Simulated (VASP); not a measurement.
A run of VASP 6.6.1 is set up as follows.

File INCAR:

```
SYSTEM = CuP
ALGO = Normal
EDIFF = 1E-6
EDIFFG = -0.04
ENCUT = 600
GGA = PE
IBRION = 2
ISIF = 3
ISMEAR = 0
LASPH = .True.
LCHARG = .False.
LREAL = .False.
LWAVE = .False.
NELM = 100
NSW = 90
PREC = Accurate
SIGMA = 0.1
```

File KPOINTS:

```
k-points
0
Gamma
  6 6 4
  0 0 0
```

Contents of POSCAR:

```
CuP
1.0
    2.8830489892      0.0000000000      0.0000000000
    0.0000000000      2.8830489892      0.0000000000
    0.0000000000      0.0000000000      3.7788534966
Cu P
1 1
Direct
    0.5000000000      0.5000000000      0.5000000000
    0.0000000000      0.0000000000      0.0000000000
```

Potentials or basis: VASP PAW PBE potentials, release 64 (Cu, P).

The run is started by

```bash
$ cat potpaw_PBE.64/Cu/POTCAR potpaw_PBE.64/P/POTCAR > POTCAR
$ mpirun -np 1 vasp_std > vasp.out
```

Question: Predict the relaxed volume.

Answer: 13.41 Å³/atom.

Question: Estimate the relaxed cell.

Answer: a = 2.716 Å, b = 2.716 Å, c = 3.636 Å, α = 90.00°, β = 90.00°, γ = 90.00°.

Stress tensor (GPa, compression positive):
```
-0.15  0.00  0.00
 0.00 -0.15  0.00
 0.00  0.00  0.47
```

Caveat: the k points lie up to 0.43 Å⁻¹ apart in the final cell, too coarse for converged energies and pressures of a metal.
